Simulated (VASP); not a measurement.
Here is a VASP 6.6.1 calculation.

POSCAR

```
MnSi
1.0
    0.0000000000      2.6347143169      2.6347143169
    2.6347143169      0.0000000000      2.6347143169
    2.6347143169      2.6347143169      0.0000000000
Mn Si
1 1
Direct
    0.0000000000      0.0000000000      0.0000000000
    0.2500000000      0.2500000000      0.2500000000
```

The input INCAR.step1:

```
SYSTEM = MnSi
PREC = Accurate ; ENCUT = 600
ISMEAR = -1 ; SIGMA = 0.1
LREAL = .FALSE. ; LASPH = .TRUE.
NELM = 150 ; ISPIN = 2
MAGMOM = 3 0 ; LMAXMIX = 4
GGA = PE ; ALGO = Normal
EDIFF = 1E-4 ; LWAVE = .TRUE.
LCHARG = .FALSE.
```

File INCAR.step2:

```
SYSTEM = MnSi
PREC = Accurate ; ENCUT = 600
EDIFF = 1E-7 ; ISMEAR = -1
SIGMA = 0.1 ; LREAL = .FALSE.
LASPH = .TRUE. ; NELM = 150
ALGO = Normal ; ISIF = 3
LWAVE = .FALSE. ; LCHARG = .FALSE.
ISPIN = 2 ; MAGMOM = 3 0
LORBIT = 11 ; LMAXMIX = 4
METAGGA = R2SCAN ; LMIXTAU = .TRUE.
IBRION = 2 ; NSW = 60
EDIFFG = -0.005 ; PSTRESS = -9.8
ISTART = 1
```

Contents of KPOINTS:

```
regular mesh
0
G
  12 12 12
  0 0 0
```

Potentials or basis: VASP PAW PBE potentials, release 64 (Mn_pv, Si).

The run is started by

```sh
$ cat potpaw_PBE.64/Mn_pv/POTCAR potpaw_PBE.64/Si/POTCAR > POTCAR
$ cp INCAR.step1 INCAR
$ mpirun -np 1 vasp_std > vasp.out
$ cp INCAR.step2 INCAR
$ mpirun -np 1 vasp_std > vasp.out
```

Estimate the space group after relaxing (to 0.1 Å).

F-43m (No. 216).

Predict the relaxed volume.

21.82 Å³/atom.

Estimate the site moments.

Mn +3.53; Si -0.36 μB.

Final structure:
```
Mn Si
1.0
     0.00000    2.79427    2.79427
     2.79427    0.00000    2.79427
     2.79427    2.79427    0.00000
Mn Si
1 1
Cartesian
  0.0000 0.0000 0.0000
  1.3971 1.3971 1.3971
```

Caveat: the cell is relaxed towards a set pressure, so the run minimises the enthalpy, not the energy; the volume moved by over 15 % at a fixed basis, so the end points are rough; the PAW data sets were made with another functional, which shifts forces and pressure a little.
